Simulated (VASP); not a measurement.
# Sn: single point with r2SCAN

Sn:

```
Sn
1.0
     6.15114    0.00000    0.00000
    -3.07557    5.32704    0.00000
     0.00000    0.00000    3.77092
Sn
3
Direct
  0.00000 0.00000 0.00000
  0.33333 0.66667 0.50000
  0.66667 0.33333 0.50000
```

This isn't the form of Sn at room conditions, which is tetragonal (white tin).

* Program: VASP 6.6.1
* Task: single point
* Functional: r2SCAN
* Potentials or basis: VASP PAW PBE potentials, release 64 (Sn_d)
* Cutoff: 520 eV
* k mesh: 3 × 3 × 6
* Occupations: gaussian, width 0.1 eV
* Spin: no spin polarisation
* Dipole correction: no
* Further INCAR settings: ALGO = Normal; EDIFF = 1e-06; NBANDS = 28

```yaml
Pressure: -8.1 GPa
Band_gap_on_the_k_mesh: zero (bands 21 and 22 overlap by 2.25 eV)
```

Stress tensor (GPa, compression positive):
```
-7.88  0.00  0.00
 0.00 -7.88  0.00
 0.00  0.00 -8.63
```

Levels at points of the mesh, in eV from the Fermi level:
```csv
k point,band 19,band 20,band 21,band 22,band 23,band 24
"(0.00, 0.00, 0.00)",-1.72,-1.72,-1.53,-1.53,2.00,4.80
"(0.00, 0.00, 0.50)",-1.76,-1.08,-0.51,-0.51,-0.28,0.66
```

Wall time 3.2 min on 1 thread of Intel Xeon 8259CL (shared host), peak memory 0.26 GiB.

Caveat: the k points lie up to 0.39 Å⁻¹ apart, too coarse for converged energies and pressures of a metal; the PAW data sets were made with another functional, which shifts forces and pressure a little; spin-orbit coupling is left out, which moves the levels of the heavy elements.
